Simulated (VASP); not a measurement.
# SiC (P1) in VASP: single point with PBE

Aim: the single point of SiC with PBE.

All numbers are computed with VASP 6.6.1; they aren't measurements. Logs are shortened: lines on timing, memory, paths and dates and some standing lists are left out, and cuts for length are marked.

### 1 The cell of the first run

The typed cell holds 16 atoms: a = 3.092 Å, b = 5.074 Å, c = 10.722 Å, α = 92.26°, β = 88.62°, γ = 90.00°.

### 2 Single point, PBE (the part above a cut slid along it)

INCAR

```
SYSTEM = SiC
PREC     = Accurate       ! precision mode
ENCUT    = 520            ! plane-wave cutoff, eV
EDIFF    = 1E-6           ! SCF threshold, eV
ISMEAR   = 0              ! smearing method
SIGMA    = 0.05           ! smearing width, eV
LREAL    = Auto         
LASPH    = .TRUE.         ! aspherical terms in the spheres
NELM     = 100            ! most SCF steps
ALGO     = Normal         ! electronic algorithm
ISIF     = 2              ! what is computed and relaxed
LWAVE    = .FALSE.        ! write WAVECAR
LCHARG   = .FALSE.        ! write CHGCAR
GGA      = PE             ! functional
NBANDS   = 46             ! bands
```

KPOINTS

```
Automatic mesh
0
G
  9 5 3
  0 0 0
```

POSCAR

```
SiC
1.0
    1.5458832036     -2.6775482513      0.0000000000
    0.0000000000      0.0000000000     -5.0740211774
    9.4040712929      5.1320567331      0.4226659641
Si C
8 8
Direct
    0.4305833333      1.0648531354      0.8333333333
   -0.0069416667      1.0023781354      0.0833333333
    0.4722333333      1.0232031354      0.3333333333
   -0.0485916667      1.0440281354      0.5833333333
   -0.0763583333      0.5717948020      0.9166666667
    0.4861166667      0.5093198020      0.1666666667
   -0.0347083333      0.5301448020      0.4166666667
    0.4444666667      0.5509698020      0.6666666667
    0.4305833333      0.6889801980      0.8333333333
   -0.0069416667      0.6265051980      0.0833333333
    0.4722333333      0.6473301980      0.3333333333
   -0.0485916667      0.6681551980      0.5833333333
   -0.0763583333      0.1959218646      0.9166666667
    0.4861166667      0.1334468646      0.1666666667
   -0.0347083333      0.1542718646      0.4166666667
    0.4444666667      0.1750968646      0.6666666667
```

Potentials or basis: VASP PAW PBE potentials, release 64 (Si, C).

Started as:

```bash
> cat potpaw_PBE.64/Si/POTCAR potpaw_PBE.64/C/POTCAR > POTCAR
> mpirun -np 1 vasp_std > vasp.out
```

OUTCAR:

```text
SYSTEM = SiC
   PREC = Accurate
   ENCUT = 520
   EDIFF = 1E-6
   ISMEAR = 0
   LREAL = Auto
   LASPH = .TRUE.
   NELM = 100
   ISIF = 2
   GGA = PE

 ion  position               nearest neighbor table
   1  0.431  0.065  0.833-  16 1.89  13 1.89  13 1.89   9 1.91   2 3.00   4 3.09   4 3.09   8 3.10
                             5 3.10   8 3.10   5 3.10   5 3.10   5 3.10
   2  0.993  0.002  0.083-  14 1.89  14 1.89  10 1.91  13 2.09   5 2.78   1 3.00   3 3.09   3 3.09
                             6 3.10   6 3.10   6 3.10   6 3.10
   3  0.472  0.023  0.333-  14 1.89  15 1.89  15 1.89  11 1.91   4 3.09   2 3.09   2 3.09   4 3.09
                             6 3.10   7 3.10   6 3.10   7 3.10   7 3.10   7 3.10
   4  0.951  0.044  0.583-  15 1.89  16 1.89  16 1.89  12 1.91   3 3.09   1 3.09   1 3.09   3 3.09
                             7 3.10   8 3.10   7 3.10   8 3.10   8 3.10   8 3.10
   5  0.924  0.572  0.917-  10 1.82   9 1.89   9 1.89  13 1.91   2 2.78   6 3.00   8 3.09   8 3.09
                             1 3.10   1 3.10   1 3.10   1 3.10
   6  0.486  0.509  0.167-  11 1.89  10 1.89  10 1.89  14 1.91   5 3.00   7 3.09   7 3.09   3 3.10
                             2 3.10   3 3.10   2 3.10   2 3.10   2 3.10
   7  0.965  0.530  0.417-  12 1.89  11 1.89  11 1.89  15 1.91   8 3.09   6 3.09   6 3.09   8 3.09
                             4 3.10   3 3.10   4 3.10   3 3.10   3 3.10   3 3.10
   8  0.444  0.551  0.667-   9 1.89  12 1.89  12 1.89  16 1.91   7 3.09   5 3.09   5 3.09   7 3.09
                             1 3.10   4 3.10   1 3.10   4 3.10   4 3.10   4 3.10
   9  0.431  0.689  0.833-   8 1.89   5 1.89   5 1.89   1 1.91
  10  0.993  0.627  0.083-   5 1.82   6 1.89   6 1.89   2 1.91
  11  0.472  0.647  0.333-   6 1.89   7 1.89   7 1.89   3 1.91
  12  0.951  0.668  0.583-   7 1.89   8 1.89   8 1.89   4 1.91
  13  0.924  0.196  0.917-   1 1.89   1 1.89   5 1.91   2 2.09
  14  0.486  0.133  0.167-   3 1.89   2 1.89   2 1.89   6 1.91
  15  0.965  0.154  0.417-   4 1.89   3 1.89   3 1.89   7 1.91
  16  0.444  0.175  0.667-   1 1.89   4 1.89   4 1.89   8 1.91

  LATTYP: Found a triclinic cell.
 ALAT       =     7.9988604799
 B/A-ratio  =     0.3865258577
 C/A-ratio  =     1.8089066261
 COS(alpha) =     0.0177994837
 COS(beta)  =     0.4401295889
 COS(gamma) =     0.7730517153

  Lattice vectors:

 A1 = (  -3.0917664072,   5.3550965026,   5.0740211774)
 A2 = (  -1.5458832036,   2.6775482513,   0.0000000000)
 A3 = (  -9.4040712929,  -5.1320567331,   9.7253763907)

Analysis of symmetry for initial positions (statically):
=====================================================================
 Subroutine PRICEL returns:
 Original cell was already a primitive cell.

 Routine SETGRP: Setting up the symmetry group for a
 triclinic supercell.

 Subroutine GETGRP returns: Found  1 space group operations
 (whereof  1 operations were pure point group operations)
 out of a pool of  2 trial point group operations.

The static configuration has the point symmetry C_1 .
[... 155 lines left out ...]
   EFERMI =   0.00;   METHOD = LEGACY
   ISMEAR =     0;   SIGMA  =   0.05  broadening in eV -4-tet -1-fermi 0-gaus
   EFERMI_NEDOS =   21; number of points for ismear=-14 and -15
   IALGO  =     38    algorithm
   IMIX   =      4    mixing-type and parameters
     AMIX     =   0.40;   BMIX     =  1.00
     AMIX_MAG =   1.60;   BMIX_MAG =  1.00
  volume/ion in A,a.u.               =      10.50        70.87
  Fermi-wavevector in a.u.,A,eV,Ry     =   1.186723  2.242582 19.161245  1.408312
  Thomas-Fermi vector in A             =   2.322890
   LORBIT       =      0    0 simple, 1 ext, 2 COOP (PROOUT), +10 PAW based schemes
   GGA     = PE    functional components
   LHFCALC =     F    Hartree Fock is set to
   AEXX    =    0.0000 exact exchange contribution
   IVDW    =     0    specifies the selected vdW correction
   LEPSILON=     F    determine dielectric tensor
   LRPA    =     F    only Hartree local field effects (RPA)
 non-spin polarized calculation
 Gauss-broadening in eV      SIGMA  =   0.05
  energy-cutoff  :      520.00
  volume of cell :      168.02
 maximum number of plane-waves:      4545
   NGX = 11   NGY = 19   NGZ = 39

 number of electron      63.9999999 magnetization

 Free energy of the ion-electron system (eV)
  ---------------------------------------------------
  ext. energy  EPLUGINS =         0.00000000
  ---------------------------------------------------
  free energy    TOTEN  =      -119.45071484 eV

  energy without entropy =     -119.45071484  energy(sigma->0) =     -119.45071484

 E-fermi :   8.6087     XC(G=0): -11.2916

 val. band max:        8.3797174659   @ k =   0.0000   0.0000   0.0000
 cond. band min:      10.3611010735   @ k =   0.3333   0.0000   0.0000
 fundamental gap:      1.9813836076
 Fermi energy:         8.6087478074

 k-point     1 :       0.0000    0.0000    0.0000
  band No.  band energies     occupation
      1      -7.3797      2.00000
      2      -6.3596      2.00000
      3      -6.2867      2.00000
      4      -4.0923      2.00000
      5      -3.8300      2.00000
      6      -3.0971      2.00000
[... 1117 lines left out ...]
     43      14.9820      0.00000
     44      15.0450      0.00000

 [... further k-points ...]

 [bands above 44 left out]

------------------------ aborting loop because EDIFF is reached ----------------------------------------

  FORCE on cell =-STRESS in cart. coord.  units (eV):
  Direction    XX          YY          ZZ          XY          YZ          ZX
  --------------------------------------------------------------------------------------
  -------------------------------------------------------------------------------------
  Total       -2.3207914      3.2061456     -0.3570716      2.7233104     -1.7136162     -5.8150213
  in kB      -22.1304600     30.5729665     -3.4049415     25.9687761    -16.3405964    -55.4505224
  external PRESSURE =       1.6791883 kB  Pullay stress =       0.0000000 kB

 VOLUME and BASIS-vectors are now :
 -----------------------------------------------------------------------------
  energy-cutoff  :      520.00
  volume of cell :      168.02
      direct lattice vectors                 reciprocal lattice vectors
     1.545883204 -2.677548251  0.000000000     0.154984218 -0.283995816  0.000000000
     0.000000000  0.000000000 -5.074021177     0.006735632  0.003888819 -0.197082347
     9.404071293  5.132056733  0.422665964     0.080859925  0.046684499  0.000000000

 POSITION                                       TOTAL-FORCE (eV/Angst)
 -----------------------------------------------------------------------------------
      8.50236      3.12381      0.02316         0.013973     -0.008870     -0.251960
      2.31882     -2.23129      0.02316        -0.351639      0.513888     -1.861822
      3.86471      0.44626      0.02316        -0.003470      0.084127     -0.043417
      6.95647      0.44626      0.02316         0.085085      0.070065     -0.101750
     10.04824      2.23129     -2.51386        -0.524792     -1.001577      1.864650
      2.31882     -0.44626     -2.51386        -0.129696     -0.077501      0.110101
[... 8 lines left out ...]
      5.41059     -0.44626     -0.60667        -0.058107     -0.030080      0.017968
      6.95647      2.23129     -0.60667        -0.128556     -0.167269     -0.019349
 -----------------------------------------------------------------------------------
    total drift:                               -0.005637     -0.004668      0.001996

  FREE ENERGIE OF THE ION-ELECTRON SYSTEM (eV)
  ---------------------------------------------------
  free  energy   TOTEN  =      -119.4507148399 eV

  energy  without entropy=     -119.4507148399  energy(sigma->0) =     -119.45071484
```

stdout:

```text
POSCAR found type information on POSCAR SiC
 POSCAR found :  2 types and      16 ions
 scaLAPACK will be used
 LDA part: xc-table for (Slater+PW92), standard interpolation
 POSCAR, INCAR and KPOINTS ok, starting setup
 FFT: planning ... GRIDC
 FFT: planning ... GRID_SOFT
 FFT: planning ... GRID
 WAVECAR not read
 entering main loop
```

Run time: 19 min. Hardware: 1 thread of Oxide Virtual Turin-like, shared host; peak memory 0.43 GiB.

What came out:

| Item | Value |
| --- | --- |
| Free energy | -119.4507 eV |
| Pressure | 0.2 GPa |
| Largest force | 2.181 eV/Å |
| Band gap on the k mesh | 1.98 eV (least direct gap 2.48 eV) |

Forces on the atoms (eV/Å):
```
Si   0.014 -0.009 -0.252
Si  -0.352  0.514 -1.862
Si  -0.003  0.084 -0.043
Si   0.085  0.070 -0.102
Si  -0.525 -1.002  1.865
Si  -0.130 -0.078  0.110
Si   0.072  0.019  0.088
Si  -0.004 -0.084  0.150
C    0.292  0.099 -0.040
C    0.612  0.861 -1.760
C   -0.151  0.012  0.006
C    0.006  0.001 -0.037
C    0.200 -0.452  1.969
C    0.071  0.162 -0.090
C   -0.058 -0.030  0.018
C   -0.129 -0.167 -0.019
```

Caveat: the cell differs from its parent crystal (the part above a cut slid along it); the stress differs along the axes, from -2 to 3 GPa; forces of over 1 eV/Å act on the atoms, so gaps and moduli don't describe the material at rest. A k mesh can miss the band edges.
